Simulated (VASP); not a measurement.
Runs of VASP 6.6.1 on Ir. The structure is that of space group Fm-3m (No. 225), or close to it. The cells are those of the table. 

```tsv
cell	gap on the mesh (eV)	pressure (GPa)
a = 2.708, b = 2.708, c = 2.681 Å, angles 60.3, 60.3, 60.7°, 1 atom	none	1.1
a = 2.709, b = 2.709, c = 2.654 Å, angles 60.7, 60.7, 61.3°, 1 atom	none	(a)
a = 2.709, b = 2.709, c = 2.749 Å, angles 59.5, 59.5, 59.0°, 1 atom	none	1.4
a = 2.708, b = 2.708, c = 2.722 Å, angles 59.8, 59.8, 59.7°, 1 atom	none	1.0
```

Alike in all rows: task single point; level PBEsol; potentials or basis VASP PAW PBE potentials, release 64 (Ir); no spin polarisation; k mesh 26 × 26 × 26; cutoff (eV) 520; smearing gaussian 0.15 eV.

Fill in the values left out.

(a) 1.7.

Caveats: the PAW data sets were made with another functional, which shifts forces and pressure a little; spin-orbit coupling is left out, which moves the levels of the heavy elements.

A k mesh can miss the band edges, and the runs leave out spin-orbit coupling on Ir.

A gap of «none» marks levels without a gap at the run's occupations.
